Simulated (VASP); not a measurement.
Ta:

```
Ta
1.0
    -1.65290    1.65290    1.65290
     1.65290   -1.65290    1.65290
     1.65290    1.65290   -1.65290
Ta
1
Direct
  0.00000 0.00000 0.00000
```

- Program: VASP 6.6.1
- Task: relaxation of cell and atoms
- Functional: PBE
- Potentials or basis: VASP PAW PBE potentials, release 64 (Ta_pv)
- Cutoff: 600 eV
- k mesh: 13 × 13 × 13
- Occupations: fermi-dirac, width 0.1 eV
- Spin: no spin polarisation

At the start: pressure 3.0 GPa; volume 18.06 Å³/atom.

**Question.** How do energy, volume and symmetry change on relaxing?

**Answer.** Over 3 steps the energy falls by 2.5 meV/atom and the volume is 18.33 Å³/atom (+1.5 %); space group Im-3m (No. 229, to 0.05 Å).

The path:
| step | energy change (eV) | largest force (eV/Å) | pressure (GPa) | volume (Å³) |
| --- | --- | --- | --- | --- |
| 1 | 0.0000 | 0.0000 | 3.00 | 18.06 |
| 2 | 0.0102 | 0.0000 | -6.26 | 18.96 |
| 3 | -0.0025 | 0.0000 | -0.02 | 18.33 |

Final structure:
```
Ta
1.0
    -1.66113    1.66113    1.66113
     1.66113   -1.66113    1.66113
     1.66113    1.66113   -1.66113
Ta
1
Direct
  0.00000 0.00000 0.00000
```
